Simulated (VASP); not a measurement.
A run of VASP 6.6.1 is set up as follows.

File INCAR:

```
ALGO     = Normal         # electronic algorithm
EDIFF    = 1E-6           # SCF threshold, eV
ENCUT    = 520            # plane-wave cutoff, eV
GGA      = PE             # functional
ISIF     = 2              # what is computed and relaxed
ISMEAR   = -1             # smearing method
LASPH    = True           # aspherical terms in the spheres
LCHARG   = False          # write CHGCAR
LREAL    = False          # projectors in reciprocal space
LWAVE    = False          # write WAVECAR
NBANDS   = 15             # bands
NELM     = 100            # most SCF steps
PREC     = Accurate       # precision mode
SIGMA    = 0.02           # smearing width, eV
```

KPOINTS

```
k-points
0
Gamma
  8 8 8
```

The input POSCAR:

```
KCl
1.0
    3.7711682885      0.0269638533      0.0000000000
    0.0269638533      3.7711682885      0.0000000000
    0.0000000000      0.0000000000      3.7711682885
K Cl
1 1
Direct
    0.0000000000      0.0000000000      0.0000000000
    0.5000000000      0.5000000000      0.5000000000
```

Potentials or basis: VASP PAW PBE potentials, release 64 (K_sv, Cl).

The run is started by

```sh
$ cat potpaw_PBE.64/K_sv/POTCAR potpaw_PBE.64/Cl/POTCAR > POTCAR
$ mpirun -np 1 vasp_std > vasp.out
```

(1) Predict the band gap on the k mesh.

(2) Predict the pressure.

Results:

(1) 5.03 eV, indirect (least direct gap 5.24 eV).

(2) 1.1 GPa.

Caveat: the cell differs from its parent crystal (shear xy strain +1.4%).
